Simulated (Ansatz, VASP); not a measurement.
**Two plane-wave programs on GdRe**

The input INCAR:

```
SYSTEM = GdRe
ALGO = Normal
EDIFF = 1E-7
ENCUT = 520
GGA = PE
ISIF = 2
ISMEAR = 0
ISPIN = 2
LASPH = .TRUE.
LCHARG = .FALSE.
LDAU = .TRUE.
LDAUJ = 0 0
LDAUL = 3 -1
LDAUPRINT = 1
LDAUTYPE = 2
LDAUU = 6 0
LMAXMIX = 6
LORBIT = 11
LREAL = .FALSE.
LWAVE = .FALSE.
MAGMOM = 7.81 -0.18
NBANDS = 24
NELM = 150
PREC = Accurate
SIGMA = 0.05
```

KPOINTS

```
k-points
0
G
  8 8 8
  0 0 0
```

Contents of POSCAR:

```
GdRe
1.0
    3.5546303270      0.0000000000      0.0000000000
    0.0000000000      3.5546303270      0.0000000000
    0.0000000000      0.0000000000      3.5546303270
Gd Re
1 1
Direct
    0.0000000000      0.0000000000      0.0000000000
    0.5000000000      0.5000000000      0.5000000000
```

Input for Ansatz:

```yaml
crystal:
  lattice:
    - [3.554630327, 0.0, 0.0]
    - [0.0, 3.554630327, 0.0]
    - [0.0, 0.0, 3.554630327]
  atoms:
    - { symbol: Gd, position: [0.0, 0.0, 0.0], spin: 7.81 }
    - { symbol: Re, position: [0.5, 0.5, 0.5] }
basis:
  ecutwfc: 420
  ecutrho_ratio: 4
kpoints:
  mp_grid: { grid: [8, 8, 8] }
hamiltonian:
  xc: pbe
  hubbard:
    sites:
      - { species: Gd, l: f, u_eff: 6.0, starting_ns: start.occupation_matrices }
    ns_hold: { iters: 6 }
scf:
  occupations: { method: gaussian, width: 0.05 }
  lower_state_search: "off"
output:
  forces: true
  stress: true
  eigenvalues: true
  populations: true
  hubbard: { sites: [{ species: Gd, l: f }] }
magnetization:
  spin_polarized: true
```

Alike in both runs: task single point; functional PBE; k mesh 8 × 8 × 8; occupations gaussian, width 0.05 eV; collinear spin; Hubbard terms Gd f U = 6.0 eV.

|  | VASP | Ansatz |
| --- | --- | --- |
| version | VASP 6.6.1 | Ansatz 0.2.0 |
| potentials or method | VASP PAW PBE potentials, release 64 (Gd, Re), cutoff 520 eV | scalar-relativistic, plane waves, PAW |
| valence electrons in the cell | 25 | 33 |

Ansatz gave:

```
gap on the k mesh at the Fermi level (eV)                     : none
pressure (GPa)                                                : -6.8
net moment per atom (μB)                                      : 3.55
size of the moment on the site where the two differ most (μB) : 7.10
```

Problem. Estimate VASP's values.

Solution. gap on the k mesh at the Fermi level (eV): none; pressure (GPa): -6.8; net moment per atom (μB): 3.57; size of the moment on the site where the two differ most (μB): 6.93.

Site moments also hang on the region over which each program counts them. The programs project onto different local orbitals, so the same U acts differently, and such runs can settle in different states. A gap of «none» marks a metal or a gap that the smearing closes. VASP's potentials hold 25 valence electrons a cell and Ansatz's 33, so a difference there can come from the potentials and not from the codes. Ansatz's warnings: filled band counts differ across k points.

Spin-orbit coupling is off throughout.
